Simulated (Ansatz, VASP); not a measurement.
# BeZn7O8: VASP beside Ansatz

The input INCAR:

```
PREC = Accurate
ENCUT = 520
EDIFF = 1E-7
ISMEAR = 0
SIGMA = 0.1
LREAL = Auto
LASPH = T
NELM = 60
ALGO = Normal
ISIF = 2
LWAVE = F
LCHARG = F
NBANDS = 81
```

Contents of KPOINTS:

```
Automatic mesh
0
Gamma
  4 4 4
```

Contents of POSCAR:

```
BeZn7O8
1.0
    3.1810000000      0.0000000000      5.1015000000
    3.1810000000      0.0000000000     -5.1015000000
   -3.1810000000      5.5096536189      0.0000000000
Be Zn O
1 7 8
Direct
    0.1666666700      0.1666666700      0.3333333300
    0.1666666700      0.1666666700      0.8333333300
    0.6666666700      0.6666666700      0.3333333300
    0.6666666700      0.6666666700      0.8333333300
    0.0833333300      0.5833333300      0.1666666700
    0.5833333300      0.0833333300      0.1666666700
    0.0833333300      0.5833333300      0.6666666700
    0.5833333300      0.0833333300      0.6666666700
    0.3576666700      0.9756666700      0.3333333300
    0.8576666700      0.4756666700      0.3333333300
    0.3576666700      0.9756666700      0.8333333300
    0.8576666700      0.4756666700      0.8333333300
    0.2743333300      0.3923333300      0.1666666700
    0.2743333300      0.3923333300      0.6666666700
    0.7743333300      0.8923333300      0.1666666700
    0.7743333300      0.8923333300      0.6666666700
```

Input for Ansatz:

```yaml
crystal:
  lattice:
    - [3.181, 0.0, 5.1015]
    - [3.181, 0.0, -5.1015]
    - [-3.181, 5.5096536189, 0.0]
  atoms:
    - { symbol: Be, position: [0.16666667, 0.16666667, 0.33333333] }
    - { symbol: Zn, position: [0.16666667, 0.16666667, 0.83333333] }
    - { symbol: Zn, position: [0.66666667, 0.66666667, 0.33333333] }
    - { symbol: Zn, position: [0.66666667, 0.66666667, 0.83333333] }
    - { symbol: Zn, position: [0.08333333, 0.58333333, 0.16666667] }
    - { symbol: Zn, position: [0.58333333, 0.08333333, 0.16666667] }
    - { symbol: Zn, position: [0.08333333, 0.58333333, 0.66666667] }
    - { symbol: Zn, position: [0.58333333, 0.08333333, 0.66666667] }
    - { symbol: O, position: [0.35766667, 0.97566667, 0.33333333] }
    - { symbol: O, position: [0.85766667, 0.47566667, 0.33333333] }
    - { symbol: O, position: [0.35766667, 0.97566667, 0.83333333] }
    - { symbol: O, position: [0.85766667, 0.47566667, 0.83333333] }
    - { symbol: O, position: [0.27433333, 0.39233333, 0.16666667] }
    - { symbol: O, position: [0.27433333, 0.39233333, 0.66666667] }
    - { symbol: O, position: [0.77433333, 0.89233333, 0.16666667] }
    - { symbol: O, position: [0.77433333, 0.89233333, 0.66666667] }
basis:
  ecutwfc: 420
kpoints:
  mp_grid: { grid: [4, 4, 4] }
hamiltonian:
  xc: lda
  pseudopotentials: { kind: paw, azcp: { folder: soft_1 } }
scf:
  occupations: { method: gaussian, width: 0.1 }
output:
  forces: true
  stress: true
  eigenvalues: true
```

Alike in both runs: task single point; functional LDA; k mesh 4 × 4 × 4; occupations gaussian, width 0.1 eV; no spin polarisation.

|  | VASP | Ansatz |
| --- | --- | --- |
| version | VASP 6.6.1 | Ansatz 0.2.0 |
| potentials or method | VASP PAW LDA potentials, release 64 (Be, Zn, O), cutoff 520 eV | scalar-relativistic, plane waves, PAW |
| valence electrons in the cell | 134 | 134 |

Ansatz gave:

| Property | Result |
| --- | --- |
| gap on the k mesh at the Fermi level (eV) | 1.07 |
| least direct gap on the mesh (eV) | 1.07 |
| pressure (GPa) | -3.8 |
| traceless stress, the component that is largest in VASP (GPa) | 0.31 |
| rms of the force components (eV/Å) | 0.670 |

Problem. Estimate VASP's values.

Solution. gap on the k mesh at the Fermi level (eV): 1.08; least direct gap on the mesh (eV): 1.08; pressure (GPa): -2.6; traceless stress, the component that is largest in VASP (GPa): 0.26; rms of the force components (eV/Å): 0.689.

Ansatz warns that its potentials were made for another functional, while VASP's fit it. LDA's correlation is that of Perdew and Zunger in VASP and of Perdew and Wang (1992) in Ansatz. Atom by atom the forces differ by 0.019 eV/Å (rms over components).
